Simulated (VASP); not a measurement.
# MnS (Fm-3m) in VASP: further runs

Aim: see how the results for MnS move with the level of theory and the settings. Levels: PBE, r2SCAN+D3(BJ). Tasks: single point.

All numbers are computed with VASP 6.6.1; they aren't measurements. Logs are shortened: lines on timing, memory, paths and dates and some standing lists are left out, and cuts for length are marked.

## (1) The cell of the first run

The structure is cubic, space group Fm-3m (No. 225). The conventional cell has a = 5.243 Å, b = 5.243 Å, c = 5.243 Å, α = 90.00°, β = 90.00°, γ = 90.00°. Within 3.5 Å of Mn (site symmetry m-3m) lie 6 S at 2.62 Å. S (site symmetry m-3m) has 6 Mn at 2.62 Å within 3.5 Å.

## (2) Single point, PBE, collinear spin, ferromagnetic start

File INCAR:

```
PREC     = Accurate       # precision mode
ENCUT    = 520            # plane-wave cutoff, eV
EDIFF    = 1E-7           # SCF threshold, eV
ISMEAR   = -1             # smearing method
SIGMA    = 0.05           # smearing width, eV
LREAL    = False          # projectors in reciprocal space
LASPH    = True           # aspherical terms in the spheres
NELM     = 150            # most SCF steps
ALGO     = Normal         # electronic algorithm
ISIF     = 2              # what is computed and relaxed
LWAVE    = False          # write WAVECAR
LCHARG   = False          # write CHGCAR
ISPIN    = 2              # spin polarisation
MAGMOM   = 4 0            # initial moments
LORBIT   = 11             # projections on sites
LMAXMIX  = 4              # l up to which the mixer works
GGA      = PE             # functional
NBANDS   = 20             # bands
```

File KPOINTS:

```
Automatic mesh
0
Gamma
  9 9 9
```

File POSCAR:

```
MnS
1.0
    0.0000000000      2.6217488470      2.6217488470
    2.6217488470      0.0000000000      2.6217488470
    2.6217488470      2.6217488470      0.0000000000
Mn S
1 1
Direct
    0.0000000000      0.0000000000      0.0000000000
    0.5000000000      0.5000000000      0.5000000000
```

Potentials or basis: VASP PAW PBE potentials, release 64 (Mn_pv, S).

The run is started by

```console
cat potpaw_PBE.64/Mn_pv/POTCAR potpaw_PBE.64/S/POTCAR > POTCAR
mpirun -np 1 vasp_std > vasp.out
```

OUTCAR:

```text
PREC = Accurate
   ENCUT = 520
   EDIFF = 1E-7
   ISMEAR = -1
   LREAL = False
   LASPH = True
   NELM = 150
   ISIF = 2
   ISPIN = 2
   LORBIT = 11
   GGA = PE

 ion  position               nearest neighbor table
   1  0.000  0.000  0.000-   2 2.62   2 2.62   2 2.62   2 2.62   2 2.62   2 2.62
   2  0.500  0.500  0.500-   1 2.62   1 2.62   1 2.62   1 2.62   1 2.62   1 2.62

  LATTYP: Found a face centered cubic cell.
 ALAT       =     5.2434976940

  Lattice vectors:

 A1 = (   0.0000000000,   2.6217488470,   2.6217488470)
 A2 = (   2.6217488470,   0.0000000000,   2.6217488470)
 A3 = (   2.6217488470,   2.6217488470,   0.0000000000)

Analysis of symmetry for initial positions (statically):
=====================================================================
 Subroutine PRICEL returns:
 Original cell was already a primitive cell.

 Routine SETGRP: Setting up the symmetry group for a
 face centered cubic supercell.

 Subroutine GETGRP returns: Found 48 space group operations
 (whereof 48 operations were pure point group operations)
 out of a pool of 48 trial point group operations.

The static configuration has the point symmetry O_h .

Analysis of symmetry for dynamics (positions and initial velocities):
=====================================================================
 Subroutine PRICEL returns:
 Original cell was already a primitive cell.

 Routine SETGRP: Setting up the symmetry group for a
 face centered cubic supercell.

 Subroutine GETGRP returns: Found 48 space group operations
 (whereof 48 operations were pure point group operations)
 out of a pool of 48 trial point group operations.

The dynamic configuration has the point symmetry O_h .

Analysis of structural, dynamic, and magnetic symmetry:
=====================================================================
 Subroutine PRICEL returns:
 Original cell was already a primitive cell.

 Routine SETGRP: Setting up the symmetry group for a
 face centered cubic supercell.

 Subroutine GETGRP returns: Found 48 space group operations
 (whereof 48 operations were pure point group operations)
 out of a pool of 48 trial point group operations.

The overall configuration has the point symmetry O_h .

 Subroutine INISYM returns: Found 48 space group operations
 (whereof 48 operations are pure point group operations),
 and found     1 'primitive' translations

----------------------------------------------------------------------------------------
[... 113 lines left out ...]
     AMIX_MAG =   1.60;   BMIX_MAG =  1.00
  volume/ion in A,a.u.               =      18.02       121.61
  Fermi-wavevector in a.u.,A,eV,Ry     =   1.322488  2.499139 23.796229  1.748973
  Thomas-Fermi vector in A             =   2.452165
   LORBIT       =     11    0 simple, 1 ext, 2 COOP (PROOUT), +10 PAW based schemes
   GGA     = PE    functional components
   LHFCALC =     F    Hartree Fock is set to
   AEXX    =    0.0000 exact exchange contribution
   IVDW    =     0    specifies the selected vdW correction
   LEPSILON=     F    determine dielectric tensor
   LRPA    =     F    only Hartree local field effects (RPA)
 spin polarized calculation
  energy-cutoff  :      520.00
  volume of cell :       36.04
 maximum number of plane-waves:       984
   NGX = 13   NGY = 13   NGZ = 13

 number of electron      18.9999988 magnetization       4.7572698

 Free energy of the ion-electron system (eV)
  ---------------------------------------------------
  ext. energy  EPLUGINS =         0.00000000
  ---------------------------------------------------
  free energy    TOTEN  =       -14.05512049 eV

  energy without entropy =      -14.04898462  energy(sigma->0) =      -14.05205255

 E-fermi :   6.4121     XC(G=0): -10.5430

 val. band max:        6.3931423983   @ k =   0.3333   0.2222   0.0000
 cond. band min:       6.5174135245   @ k =   0.4444   0.3333   0.1111
 fundamental gap:      0.1242711262
 Fermi energy:         6.4121479231

 spin component 1

 k-point     1 :       0.0000    0.0000    0.0000
  band No.  band energies     occupation
      1     -44.3036      1.00000
      2     -44.3036      1.00000
      3     -44.3036      1.00000
      4      -8.0208      1.00000
      5       3.0415      1.00000
      6       3.0415      1.00000
[... 541 lines left out ...]
     19      20.9994      0.00000
     20      20.9994      0.00000

 [... further k-points ...]

 spin component 2

 k-point     1 :       0.0000    0.0000    0.0000
  band No.  band energies     occupation
      1     -39.7346      1.00000
      2     -39.7346      1.00000
      3     -39.7346      1.00000
      4      -7.7265      1.00000
      5       4.7937      1.00000
      6       4.7937      1.00000
[... 541 lines left out ...]
     19      21.3836      0.00000
     20      21.3836      0.00000

 [... further k-points ...]

------------------------ aborting loop because EDIFF is reached ----------------------------------------

  FORCE on cell =-STRESS in cart. coord.  units (eV):
  Direction    XX          YY          ZZ          XY          YZ          ZX
  --------------------------------------------------------------------------------------
  -------------------------------------------------------------------------------------
  Total       -0.8693919     -0.8693919     -0.8693919      0.0000000     -0.0000000      0.0000000
  in kB      -38.6476348    -38.6476348    -38.6476348      0.0000000     -0.0000000      0.0000000
  external PRESSURE =     -38.6476348 kB  Pullay stress =       0.0000000 kB

 VOLUME and BASIS-vectors are now :
 -----------------------------------------------------------------------------
  energy-cutoff  :      520.00
  volume of cell :       36.04
      direct lattice vectors                 reciprocal lattice vectors
     0.000000000  2.621748847  2.621748847    -0.190712394  0.190712394  0.190712394
     2.621748847  0.000000000  2.621748847     0.190712394 -0.190712394  0.190712394
     2.621748847  2.621748847  0.000000000     0.190712394  0.190712394 -0.190712394

 POSITION                                       TOTAL-FORCE (eV/Angst)
 -----------------------------------------------------------------------------------
      0.00000      0.00000      0.00000         0.000000      0.000000      0.000000
      2.62175      2.62175      2.62175        -0.000000     -0.000000     -0.000000
 -----------------------------------------------------------------------------------
    total drift:                               -0.000000      0.000000      0.000000

  FREE ENERGIE OF THE ION-ELECTRON SYSTEM (eV)
  ---------------------------------------------------
  free  energy   TOTEN  =       -14.0551204857 eV

  energy  without entropy=      -14.0489846200  energy(sigma->0) =      -14.05205255

 total charge

# of ion       s       p       d       tot
------------------------------------------
    1        0.211   6.156   4.920  11.288
    2        1.327   2.396   0.000   3.724
--------------------------------------------------
tot          1.539   8.553   4.920  15.012

 magnetization (x)

# of ion       s       p       d       tot
------------------------------------------
    1        0.051   0.038   4.202   4.291
    2        0.026   0.083   0.000   0.109
--------------------------------------------------
tot          0.077   0.121   4.202   4.400
```

stdout:

```text
POSCAR found type information on POSCAR MnS
 POSCAR found :  2 types and       2 ions
 scaLAPACK will be used
 LDA part: xc-table for (Slater+PW92), standard interpolation
 POSCAR, INCAR and KPOINTS ok, starting setup
 FFT: planning ... GRIDC
 FFT: planning ... GRID_SOFT
 FFT: planning ... GRID
 WAVECAR not read
 entering main loop
```

Wall time 94 s (1 thread of Intel Xeon Platinum 8375C at 2.90GHz (Ice Lake), shared host); peak memory 0.19 GiB.

Results:

```
Free energy                                           : -14.0551 eV
Pressure                                              : -3.9 GPa
Net moment                                            : 4.76 μB per cell
Site moments                                          : Mn +4.29; S +0.11 μB
Valence electrons inside the program's atomic spheres : Mn 11.29; S 3.72
```

Levels at points of the mesh, in eV from the Fermi level:
Spin up:
| k point | band 8 | band 9 | band 10 | band 11 | band 12 | band 13 | band 14 | band 15 | band 16 | band 17 |
| --- | --- | --- | --- | --- | --- | --- | --- | --- | --- | --- |
| (0.00, 0.00, 0.00) | -3.27 | -3.27 | -1.84 | -1.84 | -1.84 | 1.58 | 8.56 | 8.56 | 8.56 | 10.61 |
Spin down:
| k point | band 4 | band 5 | band 6 | band 7 | band 8 | band 9 | band 10 | band 11 |
| --- | --- | --- | --- | --- | --- | --- | --- | --- |
| (0.00, 0.00, 0.00) | -14.14 | -1.62 | -1.62 | -1.62 | 0.37 | 0.37 | 0.37 | 0.41 |

Caveat: a cell with one magnetic atom can't hold antiferromagnetic order, which such compounds often take; semilocal functionals often make such compounds metallic where correlation or magnetic order opens a gap, which also shifts bond lengths. With open d or f shells a metallic result of PBE can be an artefact of self-interaction; +U or a hybrid may open a gap.

## (3) Single point, PBE, collinear spin, ferromagnetic start

This run uses another cell than the first one, of 18.37 Å³/atom, 1.020 times its volume.

File INCAR:

```
  ALGO = Normal
  EDIFF = 1E-6
  ENCUT = 520
  GGA = PE
  ISIF = 2
  ISMEAR = -1
  ISPIN = 2
  LASPH = T
  LCHARG = T
  LELF = T
  LMAXMIX = 4
  LORBIT = 11
  LREAL = F
  LVHAR = T
  LWAVE = F
  MAGMOM = 4 0
  NBANDS = 20
  NELM = 150
  PREC = Accurate
  SIGMA = 0.05
```

File KPOINTS:

```
k-points
0
Gamma
  9 9 9
```

File POSCAR:

```
MnS
1.0
    0.0000000000      2.6387736672      2.6387736672
    2.6387736672      0.0000000000      2.6387736672
    2.6387736672      2.6387736672      0.0000000000
Mn S
1 1
Direct
    0.0000000000      0.0000000000      0.0000000000
    0.5000000000      0.5000000000      0.5000000000
```

Potentials or basis: VASP PAW PBE potentials, release 64 (Mn_pv, S).

The run is started by

```console
cat potpaw_PBE.64/Mn_pv/POTCAR potpaw_PBE.64/S/POTCAR > POTCAR
mpirun -np 1 vasp_std > vasp.out
```

Run time: 89 s. Hardware: 1 thread of Intel Xeon Platinum 8375C at 2.90GHz (Ice Lake), shared host; peak memory 0.19 GiB.

The run converged. Its results:

```
Free energy                                           : -14.0363 eV
Pressure                                              : -4.8 GPa
Net moment                                            : 4.80 μB per cell
Site moments                                          : Mn +4.32; S +0.11 μB
Valence electrons inside the program's atomic spheres : Mn 11.27; S 3.72
```

Levels at points of the mesh, in eV from the Fermi level:
Spin up:
```csv
k point,band 9,band 10,band 11,band 12,band 13,band 14,band 15,band 16
"(0.00, 0.00, 0.00)",-3.28,-1.82,-1.82,-1.82,1.44,8.52,8.52,8.52
```
Spin down:
| k point | band 5 | band 6 | band 7 | band 8 | band 9 | band 10 |
| --- | --- | --- | --- | --- | --- | --- |
| (0.00, 0.00, 0.00) | -1.60 | -1.60 | -1.60 | 0.41 | 0.41 | 0.41 |

Caveat: a cell with one magnetic atom can't hold antiferromagnetic order, which such compounds often take; semilocal functionals often make such compounds metallic where correlation or magnetic order opens a gap, which also shifts bond lengths.

## (4) Single point, r2SCAN+D3(BJ), collinear spin, ferromagnetic start

This run uses another cell than the first one, of 16.61 Å³/atom, 0.922 times its volume.

File POSCAR:

```
MnS
1.0
    0.0000000000      2.5513320201      2.5513320201
    2.5513320201      0.0000000000      2.5513320201
    2.5513320201      2.5513320201      0.0000000000
Mn S
1 1
Direct
    0.0000000000      0.0000000000      0.0000000000
    0.5000000000      0.5000000000      0.5000000000
```

File INCAR.step1:

```
SYSTEM = MnS
PREC = Accurate
ENCUT = 520
ISMEAR = -1
SIGMA = 0.05
LREAL = .False.
LASPH = .True.
NELM = 150
ISPIN = 2
MAGMOM = 4 0
LMAXMIX = 4
NBANDS = 20
GGA = PE
ALGO = Normal
EDIFF = 1E-4
LWAVE = .True.
LCHARG = .False.
```

File INCAR.step2:

```
SYSTEM = MnS
PREC = Accurate
ENCUT = 520
EDIFF = 1E-6
ISMEAR = -1
SIGMA = 0.05
LREAL = .False.
LASPH = .True.
NELM = 150
ALGO = Normal
ISIF = 2
LWAVE = .False.
LCHARG = .False.
ISPIN = 2
MAGMOM = 4 0
LORBIT = 11
LMAXMIX = 4
METAGGA = R2SCAN
LMIXTAU = .True.
IVDW = 12
VDW_S6 = 1.0
VDW_S8 = 0.78981345
VDW_A1 = 0.49484001
VDW_A2 = 5.73083694
NBANDS = 20
ISTART = 1
```

File KPOINTS:

```
Automatic mesh
0
Gamma
  9 9 9
  0 0 0
```

The run is started by

```console
cat potpaw_PBE.64/Mn_pv/POTCAR potpaw_PBE.64/S/POTCAR > POTCAR
cp INCAR.step1 INCAR
mpirun -np 1 vasp_std > vasp.out
cp INCAR.step2 INCAR
mpirun -np 1 vasp_std > vasp.out
```

Run time: 4.4 min. Hardware: 1 thread of Intel Xeon Platinum 8375C at 2.90GHz (Ice Lake), shared host; peak memory 0.21 GiB.

The run converged. Its results:

```
Free energy                                           : -25.2495 eV
Pressure                                              : 3.1 GPa
Net moment                                            : 4.88 μB per cell
Site moments                                          : Mn +4.42; S +0.13 μB
Valence electrons inside the program's atomic spheres : Mn 11.34; S 3.81
Dispersion energy per atom                            : -0.204 eV
```

Levels at points of the mesh, in eV from the Fermi level:
Spin up:
```
           k point  band 8  band 9  band 10  band 11  band 12  band 13  band 14  band 15  band 16  band 17
(0.00, 0.00, 0.00)   -4.09   -4.09    -2.25    -2.25    -2.25     2.50     8.84     8.84     8.84    11.10
```
Spin down:
| k point | band 4 | band 5 | band 6 | band 7 | band 8 | band 9 | band 10 | band 11 |
| --- | --- | --- | --- | --- | --- | --- | --- | --- |
| (0.00, 0.00, 0.00) | -15.45 | -1.90 | -1.90 | -1.90 | 0.81 | 0.81 | 0.81 | 0.85 |

Caveat: the PAW data sets were made with another functional, which shifts forces and pressure a little; a cell with one magnetic atom can't hold antiferromagnetic order, which such compounds often take; semilocal functionals often make such compounds metallic where correlation or magnetic order opens a gap, which also shifts bond lengths; pairwise dispersion overbinds metals, which lowers pressure and volume.

## (5) Single point, r2SCAN+D3(BJ), collinear spin, ferromagnetic start

This run uses another cell than the first one, of 16.96 Å³/atom, 0.941 times its volume.

File POSCAR:

```
MnS
1.0
    0.0000000000      2.5692997390      2.5692997390
    2.5692997390      0.0000000000      2.5692997390
    2.5692997390      2.5692997390      0.0000000000
Mn S
1 1
Direct
    0.0000000000      0.0000000000      0.0000000000
    0.5000000000      0.5000000000      0.5000000000
```

File INCAR.step1:

```
SYSTEM = MnS
PREC     = Accurate       ! precision mode
ENCUT    = 520            ! plane-wave cutoff, eV
ISMEAR   = -1             ! smearing method
SIGMA    = 0.05           ! smearing width, eV
LREAL    = .False.        ! projectors in reciprocal space
LASPH    = .True.         ! aspherical terms in the spheres
NELM     = 150            ! most SCF steps
ISPIN    = 2              ! spin polarisation
MAGMOM   = 4 0            ! initial moments
LMAXMIX  = 4              ! l up to which the mixer works
NBANDS   = 20             ! bands
GGA      = PE             ! functional
ALGO     = Normal         ! electronic algorithm
EDIFF    = 1E-4           ! SCF threshold, eV
LWAVE    = .True.         ! write WAVECAR
LCHARG   = .False.        ! write CHGCAR
```

File INCAR.step2:

```
SYSTEM = MnS
PREC     = Accurate       ! precision mode
ENCUT    = 520            ! plane-wave cutoff, eV
EDIFF    = 1E-7           ! SCF threshold, eV
ISMEAR   = -1             ! smearing method
SIGMA    = 0.05           ! smearing width, eV
LREAL    = .False.        ! projectors in reciprocal space
LASPH    = .True.         ! aspherical terms in the spheres
NELM     = 150            ! most SCF steps
ALGO     = Normal         ! electronic algorithm
ISIF     = 2              ! what is computed and relaxed
LWAVE    = .False.        ! write WAVECAR
LCHARG   = .False.        ! write CHGCAR
ISPIN    = 2              ! spin polarisation
MAGMOM   = 4 0            ! initial moments
LORBIT   = 11             ! projections on sites
LMAXMIX  = 4              ! l up to which the mixer works
METAGGA  = R2SCAN         ! meta-GGA
LMIXTAU  = .True.       
IVDW     = 12             ! dispersion correction
VDW_S6   = 1.0          
VDW_S8   = 0.78981345   
VDW_A1   = 0.49484001   
VDW_A2   = 5.73083694   
NBANDS   = 20             ! bands
ISTART   = 1
```

KPOINTS is that of step 4.

The run is started by

```console
cat potpaw_PBE.64/Mn_pv/POTCAR potpaw_PBE.64/S/POTCAR > POTCAR
cp INCAR.step1 INCAR
mpirun -np 1 vasp_std > vasp.out
cp INCAR.step2 INCAR
mpirun -np 1 vasp_std > vasp.out
```

It took 5.8 min on 1 thread of Intel Xeon Platinum 8375C at 2.90GHz (Ice Lake), shared host; peak memory 0.21 GiB.

It converged, with:

```
Free energy                                           : -25.2594 eV
Pressure                                              : 1.6 GPa
Net moment                                            : 4.92 μB per cell
Site moments                                          : Mn +4.45; S +0.14 μB
Valence electrons inside the program's atomic spheres : Mn 11.32; S 3.80
Dispersion energy per atom                            : -0.200 eV
```

Levels at points of the mesh, in eV from the Fermi level:
Spin up:
```tsv
k point	band 9	band 10	band 11	band 12	band 13	band 14	band 15	band 16
(0.00, 0.00, 0.00)	-4.07	-2.20	-2.20	-2.20	2.34	8.81	8.81	8.81
```
Spin down:
| k point | band 4 | band 5 | band 6 | band 7 | band 8 | band 9 | band 10 | band 11 |
| --- | --- | --- | --- | --- | --- | --- | --- | --- |
| (0.00, 0.00, 0.00) | -15.27 | -1.86 | -1.86 | -1.86 | 0.90 | 0.90 | 0.90 | 0.92 |

Caveat: the PAW data sets were made with another functional, which shifts forces and pressure a little; a cell with one magnetic atom can't hold antiferromagnetic order, which such compounds often take; semilocal functionals often make such compounds metallic where correlation or magnetic order opens a gap, which also shifts bond lengths; pairwise dispersion overbinds metals, which lowers pressure and volume.

## (6) The runs side by side

```csv
level,cell,gap on the mesh (eV),pressure (GPa),moment (μB)
PBE,"a = 3.708 Å, angles 60.0°, 2 atoms",none,-3.9,4.76
PBE,"a = 3.732 Å, angles 60.0°, 2 atoms",none,-4.8,4.80
r2SCAN+D3(BJ),"a = 3.608 Å, angles 60.0°, 2 atoms",none,3.1,4.88
r2SCAN+D3(BJ),"a = 3.634 Å, angles 60.0°, 2 atoms",none,1.6,4.92
```

Alike in all rows: task single point; potentials or basis VASP PAW PBE potentials, release 64 (Mn_pv, S); spin collinear, ferromagnetic start; k mesh 9 × 9 × 9; cutoff (eV) 520; smearing fermi-dirac 0.05 eV.

Caveats: a cell with one magnetic atom can't hold antiferromagnetic order, which such compounds often take; semilocal functionals often make such compounds metallic where correlation or magnetic order opens a gap, which also shifts bond lengths; the PAW data sets were made with another functional, which shifts forces and pressure a little (some runs); pairwise dispersion overbinds metals, which lowers pressure and volume (some runs).

Total energies depend on the potentials used, so only differences within one code and one set of settings carry meaning.
